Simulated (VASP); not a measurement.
A run of VASP 6.6.1:

Contents of INCAR:

```
SYSTEM = W8C8N
  PREC = Accurate
  ENCUT = 520
  EDIFF = 1E-7
  ISMEAR = -1
  SIGMA = 0.15
  LREAL = Auto
  LASPH = .TRUE.
  NELM = 80
  ALGO = Normal
  ISIF = 2
  LWAVE = .FALSE.
  LCHARG = .FALSE.
  GGA = PE
  IVDW = 12
  NBANDS = 88
```

File KPOINTS:

```
regular mesh
0
G
  2 2 2
  0 0 0
```

POSCAR

```
W8C8N
1.0
   -2.8598000000     -4.9533190000      0.0000000000
    4.2897000000     -2.4766590000      0.0000000000
    0.0000000000      0.0000000000      5.6110000000
W C N
8 8 1
Direct
    0.7422777546      0.5166482324     -0.0055248619
    0.7720752878      0.4759495787      0.5257708073
    0.4893499635     -0.0107832656      0.0088219569
    0.4647184487      0.0253168799      0.5003564427
    0.2618337044      0.5107098463      0.0160933880
    0.2568959615      0.4966014105      0.5014257708
    0.0156752901      0.0066037706      0.0054179291
    0.0331276117      0.0050908791      0.4757084299
    0.4786421591      0.6998673209      0.2621636072
    0.4509297659      0.6632326141      0.7577080734
    0.2574746056      0.1828859541      0.2324541080
    0.2227172186      0.1674072084      0.7535376938
    0.0080841202      0.6716131587      0.2296203885
    0.0373011695      0.6678494731      0.7681696667
    0.7301420352      0.2017530812      0.2401710925
    0.7637428880      0.1071757725      0.7317234005
    0.7387943538      0.8891074185      0.5880591695
```

Potentials or basis: VASP PAW PBE potentials, release 64 (W_sv, C, N).

The run is started by

```sh
$ cat potpaw_PBE.64/W_sv/POTCAR potpaw_PBE.64/C/POTCAR potpaw_PBE.64/N/POTCAR > POTCAR
$ mpirun -np 1 vasp_std > vasp.out
```

Hardware: 1 thread of AMD EPYC 7R13 Processor (Zen 3) (shared host).

Problem. How long does it take, and how much memory?

Solution. It took 4.6 min on 1 thread of AMD EPYC 7R13 Processor (Zen 3) (shared host), peak memory 0.28 GiB. Counts: scf iterations 18, k points 8.
